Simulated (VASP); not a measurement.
Here is a VASP 6.6.1 calculation.

Contents of INCAR:

```
SYSTEM = BN
PREC = Accurate
ENCUT = 520
EDIFF = 1E-6
ISMEAR = 0
SIGMA = 0.05
LREAL = .False.
LASPH = .True.
NELM = 100
ALGO = Normal
ISIF = 2
LWAVE = .False.
LCHARG = .True.
GGA = PE
LELF = .True.
LVHAR = .True.
NBANDS = 11
```

KPOINTS

```
Automatic mesh
0
Gamma
  12 12 12
  0 0 0
```

The input POSCAR:

```
BN
1.0
    0.0000000000      1.8123485119      1.7307928289
    1.8123485119      0.0000000000      1.7307928289
    1.8123485119      1.8123485119      0.0000000000
B N
1 1
Direct
    0.0000000000      0.0000000000      0.0000000000
    0.7500000000      0.7500000000      0.7500000000
```

Potentials or basis: VASP PAW PBE potentials, release 64 (B, N).

The run is started by

```sh
$ cat potpaw_PBE.64/B/POTCAR potpaw_PBE.64/N/POTCAR > POTCAR
$ mpirun -np 1 vasp_std > vasp.out
```

Question: Predict the band gap on the k mesh.

Answer: 3.68 eV, indirect (least direct gap 8.51 eV).

Question: Estimate the pressure.

Answer: 18.9 GPa.

Stress tensor (GPa, compression positive):
```
 9.82  0.00  0.00
 0.00  9.82  0.00
 0.00  0.00 37.21
```

Caveat: the cell differs from its parent crystal (strain -0.0450 x Voigt [0, 0, 1, 0, 0, 0]). A k mesh can miss the band edges.
